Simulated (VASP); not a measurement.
A run of VASP 6.6.1 is set up as follows.

Contents of INCAR:

```
ALGO = Normal
EDIFF = 1E-6
ENCUT = 520
GGA = PS
ISIF = 2
ISMEAR = 0
LASPH = True
LCHARG = True
LELF = True
LREAL = False
LVHAR = True
LWAVE = False
NBANDS = 84
NELM = 60
PREC = Accurate
SIGMA = 0.1
```

The input KPOINTS:

```
k-points
0
Gamma
  4 3 5
```

File POSCAR:

```
Ti12H
1.0
    5.9000000000      0.0000000000      0.0000000000
   -4.4250000000      7.6643250000      0.0000000000
    0.0000000000      0.0000000000      4.6846000000
Ti H
12 1
Direct
    0.0010232997      0.0004132132     -0.0013868847
    0.1648122835      0.2197743441      0.5006128592
    0.0033727612      0.3305792748      0.0006228920
    0.1753999371      0.5582889556      0.5005471118
    0.0032568749      0.6705034038      0.0008032703
    0.1685242221      0.8899696973      0.5009343380
    0.4983395864     -0.0016968226     -0.0003927763
    0.6639532446      0.2182404843      0.4993354822
    0.4913863214      0.3300757731      0.0000928574
    0.6632233423      0.5579289761      0.5010278359
    0.5022232819      0.6685632459      0.0006574734
    0.6661477285      0.8879829600      0.5023479059
    0.8340069290      0.4436171483      0.3762062930
```

Potentials or basis: VASP PAW PBE potentials, release 64 (Ti_sv, H).

Run with:

```sh
$ cat potpaw_PBE.64/Ti_sv/POTCAR potpaw_PBE.64/H/POTCAR > POTCAR
$ mpirun -np 1 vasp_std > vasp.out
```

What does it give for the largest force?

0.852 eV/Å.

What does it give for the band gap on the k mesh?

Zero (an odd number of electrons rules out a gap without spin polarisation).

Estimate the pressure.

-4.5 GPa.

Forces in eV/Å, atoms in the order of the input:
```
Ti   0.002  0.028 -0.015
Ti  -0.010 -0.040  0.027
Ti   0.226 -0.095  0.003
Ti   0.045  0.068  0.224
Ti   0.005  0.218  0.025
Ti  -0.055 -0.032  0.032
Ti   0.001  0.042  0.021
Ti   0.000 -0.249  0.249
Ti  -0.239 -0.112  0.008
Ti  -0.024  0.062  0.200
Ti   0.007 -0.046  0.039
Ti   0.045  0.068  0.032
H   -0.004  0.089 -0.847
```

Caveat: the PAW data sets were made with another functional, which shifts forces and pressure a little.
